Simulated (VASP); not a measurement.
# La: single point with LDA

La:

```
CELL_PARAMETERS angstrom
3.59962 0.00000 0.00000
-1.79981 3.11736 0.00000
0.00000 0.00000 11.55244
ATOMIC_POSITIONS crystal
La 0.00000 0.00000 0.00000
La 0.00000 0.00000 0.50000
La 0.33333 0.66667 0.75000
La 0.66667 0.33333 0.25000
```

- Program: VASP 6.6.1
- Task: single point
- Functional: LDA
- Potentials or basis: VASP PAW LDA potentials, release 64 (La)
- Cutoff: 520 eV
- k mesh: 10 × 10 × 3
- Occupations: fermi-dirac, width 0.1 eV
- Spin: no spin polarisation
- Dipole correction: no
- Further INCAR settings: ALGO = Normal; EDIFF = 1e-06; NBANDS = 30

```json
{
  "Pressure": "-0.1 GPa",
  "Band gap on the k mesh": "zero (band 22 reaches 9.96 eV, above the bottom of band 23 at 8.85 eV)"
}
```

Levels at points of the mesh, in eV from the Fermi level:
| k point | band 20 | band 21 | band 22 | band 23 | band 24 | band 25 |
| --- | --- | --- | --- | --- | --- | --- |
| (0.00, 0.00, 0.00) | -1.71 | 0.60 | 0.77 | 1.23 | 1.25 | 1.26 |
| (0.50, 0.00, 0.00) | -1.26 | -0.85 | -0.28 | -0.22 | 0.48 | 1.13 |

Wall time 2 min on 1 thread of Intel Xeon 6975P-C, with other jobs on the host, peak memory 0.27 GiB.

Caveat: spin-orbit coupling is left out, which moves the levels of the heavy elements.
